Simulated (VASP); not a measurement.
# Sn (Immm) in VASP: notebook

Sn is run at these levels: PBEsol+D3(BJ); tasks: single point.

Program: VASP 6.6.1. These are calculated values, not measurements. Logs are shortened: lines on timing, memory, paths and dates and some standing lists are left out, and cuts for length are marked.

### 1 The cell of the first run

Symmetry: Immm, No. 71, orthorhombic system. The conventional cell has a = 3.461 Å, b = 3.644 Å, c = 3.795 Å, α = 90.00°, β = 90.00°, γ = 90.00°. Sn (site symmetry mmm) has 14 Sn at 3.15 to 3.79 Å within 4.1 Å.

### 2 Single point, PBEsol+D3(BJ) (strain -0.0450 x Voigt [0, 0, 1, 0, 0, 0])

Contents of INCAR:

```
  PREC = Accurate
  ENCUT = 520
  EDIFF = 1E-6
  ISMEAR = 0
  SIGMA = 0.15
  LREAL = False
  LASPH = True
  NELM = 60
  ALGO = Fast
  ISIF = 2
  LWAVE = False
  LCHARG = False
  GGA = PS
  IVDW = 12
  NBANDS = 13
```

Contents of KPOINTS:

```
regular mesh
0
Gamma
  24 24 24
```

Contents of POSCAR:

```
Sn
1.0
   -1.8221530004      1.7304584006      1.8974173592
    1.8221530004     -1.7304584006      1.8974173592
    1.8221530004      1.7304584006     -1.8974173592
Sn
1
Direct
    0.0000000000      0.0000000000      0.0000000000
```

Potentials or basis: VASP PAW PBE potentials, release 64 (Sn_d).

Launch:

```bash
$ cat potpaw_PBE.64/Sn_d/POTCAR > POTCAR
$ mpirun -np 1 vasp_std > vasp.out
```

OUTCAR:

```text
PREC = Accurate
   ENCUT = 520
   EDIFF = 1E-6
   ISMEAR = 0
   LREAL = False
   LASPH = True
   NELM = 60
   ISIF = 2
   GGA = PS
   IVDW = 12
 IVDW          = 12

 ion  position               nearest neighbor table
   1  0.000  0.000  0.000-

  LATTYP: Found a body centered orthorhombic cell.
 ALAT       =     3.4609168012
 B/A-ratio  =     1.0529886184
 C/A-ratio  =     1.0964825034

  Lattice vectors:

 A1 = (   1.8221530004,  -1.7304584006,  -1.8974173592)
 A2 = (  -1.8221530004,   1.7304584006,  -1.8974173592)
 A3 = (   1.8221530004,   1.7304584006,   1.8974173592)

Analysis of symmetry for initial positions (statically):
=====================================================================
 Subroutine PRICEL returns:
 Original cell was already a primitive cell.

 Routine SETGRP: Setting up the symmetry group for a
 body centered orthorhombic supercell.

 Subroutine GETGRP returns: Found  8 space group operations
 (whereof  8 operations were pure point group operations)
 out of a pool of  8 trial point group operations.

The static configuration has the point symmetry D_2h.

Analysis of symmetry for dynamics (positions and initial velocities):
=====================================================================
 Subroutine PRICEL returns:
 Original cell was already a primitive cell.

 Routine SETGRP: Setting up the symmetry group for a
 body centered orthorhombic supercell.

 Subroutine GETGRP returns: Found  8 space group operations
 (whereof  8 operations were pure point group operations)
 out of a pool of  8 trial point group operations.

The dynamic configuration has the point symmetry D_2h.

 Subroutine INISYM returns: Found  8 space group operations
 (whereof  8 operations are pure point group operations),
 and found     1 'primitive' translations

----------------------------------------------------------------------------------------

                                     Primitive cell

  volume of cell :      23.9314

  direct lattice vectors                    reciprocal lattice vectors
    -1.822153000  1.730458401  1.897417359     0.000000000  0.288940780  0.263516088
     1.822153000 -1.730458401  1.897417359     0.274400668  0.000000000  0.263516088
     1.822153000  1.730458401 -1.897417359     0.274400668  0.288940780  0.000000000

  length of vectors
     3.148796670  3.148796670  3.148796670     0.391059462  0.380442447  0.398475220

[... 86 lines left out ...]
   POTIM  = 0.5000    time-step for ionic-motion
   TEBEG  =    0.0;   TEEND  =   0.0 temperature during run
   PSTRESS=    0.0 pullay stress
   NELECT =      14.0000    total number of electrons
   NUPDOWN=      -1.0000    fix difference up-down
   EMIN   =  10.00;   EMAX   =-10.00  energy-range for DOS
   EFERMI =   0.00;   METHOD = LEGACY
   ISMEAR =     0;   SIGMA  =   0.15  broadening in eV -4-tet -1-fermi 0-gaus
   EFERMI_NEDOS =   21; number of points for ismear=-14 and -15
   IALGO  =     68    algorithm
   IMIX   =      4    mixing-type and parameters
     AMIX     =   0.40;   BMIX     =  1.00
     AMIX_MAG =   1.60;   BMIX_MAG =  1.00
  volume/ion in A,a.u.               =      23.93       161.50
  Fermi-wavevector in a.u.,A,eV,Ry     =   1.369182  2.587379 25.506294  1.874660
  Thomas-Fermi vector in A             =   2.495080
   LORBIT       =      0    0 simple, 1 ext, 2 COOP (PROOUT), +10 PAW based schemes
   GGA     = PS    functional components
   LHFCALC =     F    Hartree Fock is set to
   AEXX    =    0.0000 exact exchange contribution
   IVDW    =    12    specifies the selected vdW correction
   LEPSILON=     F    determine dielectric tensor
   LRPA    =     F    only Hartree local field effects (RPA)
 non-spin polarized calculation
 RMM-DIIS sequential band-by-band and
 Gauss-broadening in eV      SIGMA  =   0.15
  energy-cutoff  :      520.00
  volume of cell :       23.93
 maximum number of plane-waves:       662
   NGX = 11   NGY = 11   NGZ = 11

 number of electron      13.9999997 magnetization

 Free energy of the ion-electron system (eV)
  ---------------------------------------------------
  ext. energy  EPLUGINS =         0.00000000
  ---------------------------------------------------
  free energy    TOTEN  =        -4.19741540 eV

  energy without entropy =       -4.19157809  energy(sigma->0) =       -4.19449675

 E-fermi :   9.5753     XC(G=0): -11.1165

 val. band max:        9.5743816160   @ k =   0.3750  -0.3750   0.3750
 cond. band min:       9.5779520403   @ k =   0.2083   0.2917   0.0417
 fundamental gap:      0.0035704244
 Fermi energy:         9.5753425600

 k-point     1 :       0.0000    0.0000    0.0000
  band No.  band energies     occupation
      1     -12.0006      2.00000
      2     -11.9737      2.00000
      3     -11.9577      2.00000
      4     -11.8128      2.00000
      5     -11.7560      2.00000
      6      -2.5291      2.00000
      7      18.3782      0.00000
      8      18.4683      0.00000
      9      19.1794      0.00000
     10      21.4906      0.00000
     11      22.1974      0.00000
     12      22.3033      0.00000
     13      22.7425      0.00000
[... 354 lines left out ...]
  band No.  band energies     occupation
      1     -12.0469      2.00000
      2     -11.9670      2.00000
      3     -11.8045      2.00000
      4     -11.7672      2.00000
      5     -11.6710      2.00000
      6       2.1320      2.00000
      7       5.6538      2.00000
      8      13.4223      0.00000
      9      15.1683      0.00000
     10      18.3767      0.00000
     11      18.9441      0.00000
     12      24.4432      0.00000
     13      26.9488      0.00000

 [... further k-points ...]

------------------------ aborting loop because EDIFF is reached ----------------------------------------

 Edisp (eV)   -0.44472

 E8    (eV) :    -0.3139

  FORCE on cell =-STRESS in cart. coord.  units (eV):
  Direction    XX          YY          ZZ          XY          YZ          ZX
  --------------------------------------------------------------------------------------
  -------------------------------------------------------------------------------------
  Total       0.51102     0.39727     0.45507     0.00000     0.00000     0.00000
  in kB      34.21211    26.59645    30.46599     0.00000     0.00000     0.00000
  external pressure =       30.42 kB  Pullay stress =        0.00 kB

 VOLUME and BASIS-vectors are now :
 -----------------------------------------------------------------------------
  energy-cutoff  :      520.00
  volume of cell :       23.93
      direct lattice vectors                 reciprocal lattice vectors
    -1.822153000  1.730458401  1.897417359     0.000000000  0.288940780  0.263516088
     1.822153000 -1.730458401  1.897417359     0.274400668  0.000000000  0.263516088
     1.822153000  1.730458401 -1.897417359     0.274400668  0.288940780  0.000000000

 POSITION                                       TOTAL-FORCE (eV/Angst)
 -----------------------------------------------------------------------------------
      0.00000      0.00000      0.00000        -0.000000     -0.000000     -0.000000
 -----------------------------------------------------------------------------------
    total drift:                               -0.000000      0.000000      0.000000

  FREE ENERGIE OF THE ION-ELECTRON SYSTEM (eV)
  ---------------------------------------------------
  free  energy   TOTEN  =        -4.6421326466 eV

  energy  without entropy=       -4.6362953335  energy(sigma->0) =       -4.63921399
```

stdout:

```text
POSCAR found type information on POSCAR Sn
 POSCAR found :  1 types and       1 ions
 scaLAPACK will be used
 -----------------------------------------------------------------------------
|                                                                             |
|                                                                             |
|     You enforced a specific xc type in the INCAR file but a different       |
[... 43 lines left out ...]
WARNING in EDDRMM: call to ZHEGV failed, returncode =   6  3      9
WARNING in EDDRMM: call to ZHEGV failed, returncode =   6  3     12
WARNING in EDDRMM: call to ZHEGV failed, returncode =   8  4     11
WARNING in EDDRMM: call to ZHEGV failed, returncode =   8  4     11
WARNING in EDDRMM: call to ZHEGV failed, returncode =   6  3     12
WARNING in EDDRMM: call to ZHEGV failed, returncode =   6  3     10
WARNING in EDDRMM: call to ZHEGV failed, returncode =   6  3     11
```

Run time: 9.6 min. Hardware: 1 thread of Oxide Virtual Turin-like, shared host; peak memory 0.59 GiB.

Results:

```
Free energy                : -4.6421 eV
Pressure                   : 3.0 GPa
Band gap on the k mesh     : zero (bands 7 and 8 overlap by 11.59 eV)
Dispersion energy per atom : -0.445 eV
```

Stress tensor (GPa, compression positive):
```
3.42 0.00 0.00
0.00 2.66 0.00
0.00 0.00 3.05
```

Caveat: the cell differs from its parent crystal (strain -0.0450 x Voigt [0, 0, 1, 0, 0, 0]); the cell stands under pressure; the PAW data sets were made with another functional, which shifts forces and pressure a little; spin-orbit coupling is left out, which moves the levels of the heavy elements.

### 3 Single point, PBEsol+D3(BJ) (strain -0.0300 x Voigt [0, 0, 1, 0, 0, 0])

Contents of INCAR:

```
ALGO     = Fast           # electronic algorithm
EDIFF    = 1E-6           # SCF threshold, eV
ENCUT    = 520            # plane-wave cutoff, eV
GGA      = PS             # functional
ISIF     = 2              # what is computed and relaxed
ISMEAR   = 0              # smearing method
IVDW     = 12             # dispersion correction
LASPH    = True           # aspherical terms in the spheres
LCHARG   = False          # write CHGCAR
LREAL    = False          # projectors in reciprocal space
LWAVE    = False          # write WAVECAR
NBANDS   = 13             # bands
NELM     = 80             # most SCF steps
PREC     = Accurate       # precision mode
SIGMA    = 0.15           # smearing width, eV
```

Contents of KPOINTS:

```
k-points
0
Gamma
  24 24 24
```

Contents of POSCAR:

```
Sn
1.0
   -1.8221530004      1.7304584006      1.9272197261
    1.8221530004     -1.7304584006      1.9272197261
    1.8221530004      1.7304584006     -1.9272197261
Sn
1
Direct
    0.0000000000      0.0000000000      0.0000000000
```

Potentials or basis: VASP PAW PBE potentials, release 64 (Sn_d).

Launch:

```bash
$ cat potpaw_PBE.64/Sn_d/POTCAR > POTCAR
$ mpirun -np 1 vasp_std > vasp.out
```

OUTCAR:

```text
EDIFF = 1E-6
   ENCUT = 520
   GGA = PS
   ISIF = 2
   ISMEAR = 0
   IVDW = 12
   LASPH = True
   LREAL = False
   NELM = 80
   PREC = Accurate
 IVDW          = 12

 ion  position               nearest neighbor table
   1  0.000  0.000  0.000-

  LATTYP: Found a body centered orthorhombic cell.
 ALAT       =     3.4609168012
 B/A-ratio  =     1.0529886184
 C/A-ratio  =     1.1137047417

  Lattice vectors:

[... 565 lines left out ...]
     12      23.7380      0.00000
     13      26.7176      0.00000

 [... further k-points ...]

------------------------ aborting loop because EDIFF is reached ----------------------------------------

 Edisp (eV)   -0.43755

 E8    (eV) :    -0.3088

  FORCE on cell =-STRESS in cart. coord.  units (eV):
  Direction    XX          YY          ZZ          XY          YZ          ZX
  --------------------------------------------------------------------------------------
  -------------------------------------------------------------------------------------
  Total       0.34949     0.25910     0.27252     0.00000     0.00000     0.00000
  in kB      23.03601    17.07820    17.96272     0.00000     0.00000     0.00000
  external pressure =       19.36 kB  Pullay stress =        0.00 kB

 VOLUME and BASIS-vectors are now :
 -----------------------------------------------------------------------------
  energy-cutoff  :      520.00
  volume of cell :       24.31
      direct lattice vectors                 reciprocal lattice vectors
    -1.822153000  1.730458401  1.927219726     0.000000000  0.288940780  0.259441097
     1.822153000 -1.730458401  1.927219726     0.274400668  0.000000000  0.259441097
     1.822153000  1.730458401 -1.927219726     0.274400668  0.288940780  0.000000000

 POSITION                                       TOTAL-FORCE (eV/Angst)
 -----------------------------------------------------------------------------------
      0.00000      0.00000      0.00000        -0.000000      0.000000      0.000000
 -----------------------------------------------------------------------------------
    total drift:                               -0.000000     -0.000000      0.000000

  FREE ENERGIE OF THE ION-ELECTRON SYSTEM (eV)
  ---------------------------------------------------
  free  energy   TOTEN  =        -4.6478835734 eV

  energy  without entropy=       -4.6419884284  energy(sigma->0) =       -4.64493600
```

OSZICAR:

```text
N       E                     dE             d eps       ncg     rms          rms(c)
DAV:   1     0.799445355390E+02    0.79945E+02   -0.71376E+03 52671   0.167E+03
DAV:   2     0.116284724568E+01   -0.78782E+02   -0.76098E+02 54586   0.342E+02
DAV:   3    -0.413032466409E+01   -0.52932E+01   -0.52716E+01 60735   0.718E+01
DAV:   4    -0.423337646591E+01   -0.10305E+00   -0.10303E+00 60230   0.106E+01
DAV:   5    -0.423670979652E+01   -0.33333E-02   -0.33332E-02 65743   0.187E+00    0.167E+00
RMM:   6    -0.421704928422E+01    0.19661E-01   -0.15929E-02 65013   0.171E+00    0.937E-01
RMM:   7    -0.421060633342E+01    0.64430E-02   -0.11307E-02 64205   0.130E+00    0.135E-01
RMM:   8    -0.421030508165E+01    0.30125E-03   -0.11557E-03 72630   0.436E-01    0.366E-02
RMM:   9    -0.421033311920E+01   -0.28038E-04   -0.31062E-04 80104   0.163E-01    0.306E-02
RMM:  10    -0.421033595731E+01   -0.28381E-05   -0.41852E-05 69674   0.942E-02    0.164E-02
RMM:  11    -0.421033613730E+01   -0.17999E-06   -0.21760E-05 75274   0.512E-02    0.303E-03
RMM:  12    -0.421033672705E+01   -0.58975E-06   -0.62790E-06 57170   0.231E-02
   1 F= -.46478836E+01 E0= -.46449360E+01  d E =-.589515E-02
```

Wall time 8.9 min (1 thread of Oxide Virtual Turin-like, shared host); peak memory 0.6 GiB.

Results:

| Item | Value |
| --- | --- |
| Free energy | -4.6479 eV |
| Pressure | 1.9 GPa |
| Band gap on the k mesh | zero (bands 7 and 8 overlap by 11.32 eV) |
| Dispersion energy per atom | -0.438 eV |

Stress tensor (GPa, compression positive):
```
2.30 0.00 0.00
0.00 1.71 0.00
0.00 0.00 1.80
```

Levels at points of the mesh, in eV from the Fermi level:
```csv
k point,band 4,band 5,band 6,band 7,band 8,band 9,band 10,band 11
"(0.00, 0.00, 0.00)",-21.39,-21.33,-11.98,8.60,8.70,9.45,11.78,12.52
"(0.50, 0.00, 0.00)",-21.33,-21.24,-6.52,-5.04,4.04,5.80,8.69,8.71
"(0.00, 0.50, 0.00)",-21.36,-21.24,-6.96,-5.20,4.82,6.83,9.59,9.68
"(0.50, 0.50, 0.00)",-21.32,-21.22,-6.14,-4.86,3.31,4.81,7.79,7.79
"(0.50, 0.50, 0.50)",-21.26,-21.24,-2.13,-1.68,-0.60,0.55,3.51,4.51
```

Caveat: the cell differs from its parent crystal (strain -0.0300 x Voigt [0, 0, 1, 0, 0, 0]); the PAW data sets were made with another functional, which shifts forces and pressure a little; spin-orbit coupling is left out, which moves the levels of the heavy elements.
